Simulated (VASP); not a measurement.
Input of a VASP 6.6.1 run:

File INCAR:

```
SYSTEM = C
ALGO     = Normal         ! electronic algorithm
EDIFF    = 1E-7           ! SCF threshold, eV
ENCUT    = 520            ! plane-wave cutoff, eV
GGA      = PE             ! functional
ISIF     = 2              ! what is computed and relaxed
ISMEAR   = -1             ! smearing method
LASPH    = .TRUE.         ! aspherical terms in the spheres
LCHARG   = .FALSE.        ! write CHGCAR
LREAL    = .FALSE.        ! projectors in reciprocal space
LWAVE    = .FALSE.        ! write WAVECAR
NBANDS   = 11             ! bands
NELM     = 100            ! most SCF steps
PREC     = Accurate       ! precision mode
SIGMA    = 0.08           ! smearing width, eV
```

The input KPOINTS:

```
k-points
0
G
  25 25 13
  0 0 0
```

POSCAR

```
C
1.0
    1.5654684417      0.0000000000      0.0000000000
   -0.7827342208      1.3557354394      0.0000000000
    0.0000000000      0.0000000000      4.1119792167
C
2
Direct
    0.3333333333      0.6666666667      0.2500000000
    0.6666666667      0.3333333333      0.7500000000
```

Potentials or basis: VASP PAW PBE potentials, release 64 (C).

Run with:

```sh
$ cat potpaw_PBE.64/C/POTCAR > POTCAR
$ mpirun -np 1 vasp_std > vasp.out
```

Problem. Predict the pressure.

Solution. 190.3 GPa.

Problem. What does it give for the band gap on the k mesh?

Solution. Zero (band 4 reaches 19.50 eV, above the bottom of band 5 at 13.96 eV).

Stress tensor (GPa, compression positive):
```
190.27   0.00   0.00
  0.00 190.27   0.00
  0.00   0.00 190.38
```
